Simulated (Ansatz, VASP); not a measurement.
**PbSe: VASP beside Ansatz**

The input INCAR:

```
ALGO = Normal
EDIFF = 1E-6
ENCUT = 500
GGA = PE
GGA_COMPAT = False
ISIF = 2
ISMEAR = -1
LASPH = True
LCHARG = False
LREAL = False
LWAVE = False
NBANDS = 17
NELM = 120
PREC = Accurate
SIGMA = 0.02
```

KPOINTS

```
k-points
0
Gamma
  8 8 8
```

POSCAR

```
PbSe
1.0
    0.0000000000      3.0887022191      3.0887022191
    3.0578151969      0.0000000000      3.0887022191
    3.0578151969      3.0887022191      0.0000000000
Pb Se
1 1
Direct
    0.0000000000      0.0000000000      0.0000000000
    0.5000000000      0.5000000000      0.5000000000
```

Input for Ansatz:

```yaml
crystal:
  lattice:
    - [0.0, 3.0887022191, 3.0887022191]
    - [3.0578151969, 0.0, 3.0887022191]
    - [3.0578151969, 3.0887022191, 0.0]
  atoms:
    - { symbol: Pb, position: [0.0, 0.0, 0.0] }
    - { symbol: Se, position: [0.5, 0.5, 0.5] }
kpoints:
  mp_grid: { grid: [8, 8, 8] }
  band_path:
    path:
      - [0.0, 0.0, 0.0]
      - [0.5, 0.0, 0.5]
      - [0.625, 0.25, 0.625]
      - [0.375, 0.375, 0.75]
      - [0.5, 0.5, 0.5]
      - [0.5, 0.25, 0.75]
      - [0.0, 0.0, 0.5]
    npoints: 1
hamiltonian:
  xc: pbe
scf:
  occupations: { method: fermi_dirac, width: 0.02 }
  n_extra_bands: 4
output:
  forces: true
  stress: true
  eigenvalues: true
```

Change from the starting cell: uniaxial_x strain -1.0%.

Alike in both runs: task single point; functional PBE; k mesh 8 × 8 × 8; occupations fermi-dirac, width 0.02 eV; no spin polarisation.

|  | VASP | Ansatz |
| --- | --- | --- |
| version | VASP 6.6.1 | Ansatz 0.2.0 |
| potentials or method | VASP PAW PBE potentials, release 64 (Pb_d, Se) | plane waves, PAW |
| plane-wave cutoff (eV) | 500 | 420 |
| valence electrons in the cell | 20 | 30 |

```csv
,VASP,Ansatz,Ansatz less VASP
pressure (GPa),1.5,1.5,+0.02
"traceless stress, the component that is largest in VASP (GPa)",0.81,0.81,-0.002
```

With one functional, cell and mesh, what is left measures potentials, basis and numerics. VASP's potentials hold 20 valence electrons a cell and Ansatz's 30, so a difference there can come from the potentials and not from the codes.

Spin-orbit coupling is off throughout.
